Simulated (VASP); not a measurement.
# Se (Fd-3m) in VASP: a series of runs, part 2 of 3

VASP 6.6.1. The steps go on from the part before.

### 3 Single point, PBE

File INCAR:

```
PREC = Accurate
ENCUT = 520
EDIFF = 1E-6
ISMEAR = -1
SIGMA = 0.1
LREAL = F
LASPH = T
NELM = 60
ALGO = Normal
ISIF = 2
LWAVE = F
LCHARG = T
GGA = PE
LELF = T
LVHAR = T
NBANDS = 13
```

File KPOINTS:

```
Automatic mesh
0
Gamma
  14 14 14
```

File POSCAR:

```
Se
1.0
    0.0000000000      2.3237639704      2.3237639704
    2.3237639704      0.0000000000      2.3237639704
    2.3237639704      2.3237639704      0.0000000000
Se
2
Direct
   -0.1250000000     -0.1250000000     -0.1250000000
    0.1250000000      0.1250000000      0.1250000000
```

Potentials or basis: VASP PAW PBE potentials, release 64 (Se).

The run is started by

```console
$ cat potpaw_PBE.64/Se/POTCAR > POTCAR
$ mpirun -np 1 vasp_std > vasp.out
```

OUTCAR:

```text
PREC = Accurate
   ENCUT = 520
   EDIFF = 1E-6
   ISMEAR = -1
   LREAL = F
   LASPH = T
   NELM = 60
   ISIF = 2
   GGA = PE

 ion  position               nearest neighbor table
   1  0.875  0.875  0.875-   2 2.01   2 2.01   2 2.01   2 2.01
   2  0.125  0.125  0.125-   1 2.01   1 2.01   1 2.01   1 2.01

  LATTYP: Found a face centered cubic cell.
 ALAT       =     4.6475279408

  Lattice vectors:

 A1 = (   0.0000000000,   2.3237639704,   2.3237639704)
 A2 = (   2.3237639704,   0.0000000000,   2.3237639704)
 A3 = (   2.3237639704,   2.3237639704,   0.0000000000)

Analysis of symmetry for initial positions (statically):
=====================================================================
 Subroutine PRICEL returns:
 Original cell was already a primitive cell.

 Routine SETGRP: Setting up the symmetry group for a
 face centered cubic supercell.

 Subroutine GETGRP returns: Found 48 space group operations
 (whereof 12 operations were pure point group operations)
 out of a pool of 48 trial point group operations.

The static configuration has the point symmetry D_3d.
 The point group associated with its full space group is O_h .

Analysis of symmetry for dynamics (positions and initial velocities):
=====================================================================
 Subroutine PRICEL returns:
 Original cell was already a primitive cell.

 Routine SETGRP: Setting up the symmetry group for a
 face centered cubic supercell.

 Subroutine GETGRP returns: Found 48 space group operations
 (whereof 12 operations were pure point group operations)
 out of a pool of 48 trial point group operations.

The dynamic configuration has the point symmetry D_3d.
 The point group associated with its full space group is O_h .

 Subroutine INISYM returns: Found 48 space group operations
 (whereof 12 operations are pure point group operations),
 and found     1 'primitive' translations

----------------------------------------------------------------------------------------

                                     Primitive cell

  volume of cell :      25.0961

  direct lattice vectors                    reciprocal lattice vectors
     0.000000000  2.323763970  2.323763970    -0.215168152  0.215168152  0.215168152
     2.323763970  0.000000000  2.323763970     0.215168152 -0.215168152  0.215168152
     2.323763970  2.323763970  0.000000000     0.215168152  0.215168152 -0.215168152

  length of vectors
     3.286298523  3.286298523  3.286298523     0.372682172  0.372682172  0.372682172

  position of ions in fractional coordinates (direct lattice)
     0.875000000  0.875000000  0.875000000
     0.125000000  0.125000000  0.125000000

  ion indices of the primitive-cell ions
   primitive index   ion index
                 1           1
                 2           2

----------------------------------------------------------------------------------------

 KPOINTS: Automatic mesh

Automatic generation of k-mesh.
 Grid dimensions read from file:
 generate k-points for:   14   14   14

 Generating k-lattice:

  Cartesian coordinates                     Fractional coordinates (reciprocal lattice)
    -0.015369154  0.015369154  0.015369154     0.071428571  0.000000000  0.000000000
     0.015369154 -0.015369154  0.015369154     0.000000000  0.071428571  0.000000000
     0.015369154  0.015369154 -0.015369154     0.000000000  0.000000000  0.071428571

  Length of vectors
[... 38 lines left out ...]
   number of dos      NEDOS =    301   number of ions     NIONS =      2
   total plane-waves  NPLWV =  13824
   dimension x,y,z NGX =    24 NGY =   24 NGZ =   24
   dimension x,y,z NGXF=    48 NGYF=   48 NGZF=   48
   ions per type =               2
   NGX,Y,Z   is equivalent  to a cutoff of  12.14, 12.14, 12.14 a.u.
   NGXF,Y,Z  is equivalent  to a cutoff of  24.28, 24.28, 24.28 a.u.
 SYSTEM =  unknown system
   PREC   = accura    normal or accurate (medium, high low for compatibility)
   ISTART =      0    job   : 0-new  1-cont  2-samecut
   ICHARG =      2    charge: 1-file 2-atom 10-const
   ISPIN  =      1    spin polarized calculation?
   LNONCOLLINEAR =      F non collinear calculations
   LSORBIT =      F    spin-orbit coupling
   LASPH  =      T    aspherical Exc in radial PAW
   ENCUT  =  520.0 eV  38.22 Ry    6.18 a.u.   6.11  6.11  6.11*2*pi/ulx,y,z
   NELM   =     60;   NELMIN=  2; NELMDL= -5     # of ELM steps
   EDIFF  = 0.1E-05   stopping-criterion for ELM
   LREAL  =      F    real-space projection
   EDIFFG = 0.1E-04   stopping-criterion for IOM
   NSW    =      0    number of steps for IOM
   IBRION =     -1    ionic relax: 0-MD 1-quasi-New 2-CG
   NFREE  =      0    steps in history (QN), initial steepest desc. (CG)
   ISIF   =      2    stress and relaxation
   ISYM   =      2    0-nonsym 1-usesym 2-fastsym
   POTIM  = 0.5000    time-step for ionic-motion
   TEBEG  =    0.0;   TEEND  =   0.0 temperature during run
   PSTRESS=    0.0 pullay stress
   NELECT =      12.0000    total number of electrons
   NUPDOWN=      -1.0000    fix difference up-down
   EMIN   =  10.00;   EMAX   =-10.00  energy-range for DOS
   EFERMI =   0.00;   METHOD = LEGACY
   ISMEAR =    -1;   SIGMA  =   0.10  broadening in eV -4-tet -1-fermi 0-gaus
   EFERMI_NEDOS =   21; number of points for ismear=-14 and -15
   IALGO  =     38    algorithm
   IMIX   =      4    mixing-type and parameters
     AMIX     =   0.40;   BMIX     =  1.00
     AMIX_MAG =   1.60;   BMIX_MAG =  1.00
  volume/ion in A,a.u.               =      12.55        84.68
  Fermi-wavevector in a.u.,A,eV,Ry     =   1.280167  2.419165 22.297596  1.638827
  Thomas-Fermi vector in A             =   2.412610
   LORBIT       =      0    0 simple, 1 ext, 2 COOP (PROOUT), +10 PAW based schemes
   GGA     = PE    functional components
   LHFCALC =     F    Hartree Fock is set to
   AEXX    =    0.0000 exact exchange contribution
   IVDW    =     0    specifies the selected vdW correction
   LEPSILON=     F    determine dielectric tensor
   LRPA    =     F    only Hartree local field effects (RPA)
 non-spin polarized calculation
  energy-cutoff  :      520.00
  volume of cell :       25.10
 maximum number of plane-waves:       692
   NGX = 13   NGY = 13   NGZ = 13

 number of electron      11.9999997 magnetization

 Free energy of the ion-electron system (eV)
  ---------------------------------------------------
  ext. energy  EPLUGINS =         0.00000000
  ---------------------------------------------------
  free energy    TOTEN  =         6.33783126 eV

  energy without entropy =        6.35914530  energy(sigma->0) =        6.34848828

 E-fermi :  13.4287     XC(G=0): -12.5763

 val. band max:       13.3924620300   @ k =   0.2857   0.1429   0.0714
 cond. band min:      13.4491391770   @ k =  -0.3571   0.1429   0.0000
 fundamental gap:      0.0566771470
 Fermi energy:        13.4286766746

 k-point     1 :       0.0000    0.0000    0.0000
  band No.  band energies     occupation
      1     -11.2890      2.00000
      2       6.5976      2.00000
      3       6.5976      2.00000
      4       6.5976      2.00000
      5       9.8501      2.00000
      6      10.8898      2.00000
      7      10.8898      2.00000
      8      10.8898      2.00000
      9      18.1560      0.00000
     10      20.3094      0.00000
     11      20.3094      0.00000
     12      23.4867      0.00000
     13      23.4867      0.00000
[... 354 lines left out ...]
  band No.  band energies     occupation
      1      -9.9532      2.00000
      2       0.6480      2.00000
      3       4.2585      2.00000
      4       4.3431      2.00000
      5      10.2936      2.00000
      6      12.1572      1.99999
      7      14.2392      0.00060
      8      14.5300      0.00003
      9      18.9456      0.00000
     10      21.0159      0.00000
     11      21.7163      0.00000
     12      24.5684      0.00000
     13      27.3616      0.00000

 [... further k-points ...]

------------------------ aborting loop because EDIFF is reached ----------------------------------------

  FORCE on cell =-STRESS in cart. coord.  units (eV):
  Direction    XX          YY          ZZ          XY          YZ          ZX
  --------------------------------------------------------------------------------------
  -------------------------------------------------------------------------------------
  Total       35.1054149     35.1054149     35.1054149      0.0000000      0.0000000      0.0000000
  in kB     2241.1898952   2241.1898952   2241.1898952      0.0000000      0.0000000      0.0000000
  external PRESSURE =    2241.1898952 kB  Pullay stress =       0.0000000 kB

 VOLUME and BASIS-vectors are now :
 -----------------------------------------------------------------------------
  energy-cutoff  :      520.00
  volume of cell :       25.10
      direct lattice vectors                 reciprocal lattice vectors
     0.000000000  2.323763970  2.323763970    -0.215168152  0.215168152  0.215168152
     2.323763970  0.000000000  2.323763970     0.215168152 -0.215168152  0.215168152
     2.323763970  2.323763970  0.000000000     0.215168152  0.215168152 -0.215168152

 POSITION                                       TOTAL-FORCE (eV/Angst)
 -----------------------------------------------------------------------------------
      4.06659      4.06659      4.06659        -0.000000     -0.000000     -0.000000
      0.58094      0.58094      0.58094         0.000000      0.000000      0.000000
 -----------------------------------------------------------------------------------
    total drift:                                0.000000      0.000000      0.000000

  FREE ENERGIE OF THE ION-ELECTRON SYSTEM (eV)
  ---------------------------------------------------
  free  energy   TOTEN  =         6.3378312623 eV

  energy  without entropy=        6.3591453034  energy(sigma->0) =        6.34848828
```

Wall time 16 s (1 thread of Intel Xeon 6975P-C (Granite Rapids), shared host); peak memory 0.15 GiB.

Results:

| Item | Value |
| --- | --- |
| Free energy | 6.3378 eV |
| Pressure | 224.1 GPa |
| Band gap on the k mesh | zero (band 6 reaches 16.06 eV, above the bottom of band 7 at 10.89 eV) |

Levels at points of the mesh, in eV from the Fermi level:
| k point | band 2 | band 3 | band 4 | band 5 | band 6 | band 7 | band 8 | band 9 | band 10 | band 11 |
| --- | --- | --- | --- | --- | --- | --- | --- | --- | --- | --- |
| (0.00, 0.00, 0.00) | -6.83 | -6.83 | -6.83 | -3.58 | -2.54 | -2.54 | -2.54 | 4.73 | 6.88 | 6.88 |
| (0.50, 0.00, 0.00) | -17.15 | -8.78 | -8.78 | -4.65 | -0.77 | -0.77 | 4.94 | 9.85 | 10.24 | 10.24 |
| (0.50, 0.50, 0.00) | -18.91 | -11.10 | -11.10 | -4.59 | -4.59 | 8.05 | 8.05 | 11.47 | 11.47 | 11.95 |

(Part 2 of 3 ends here.)
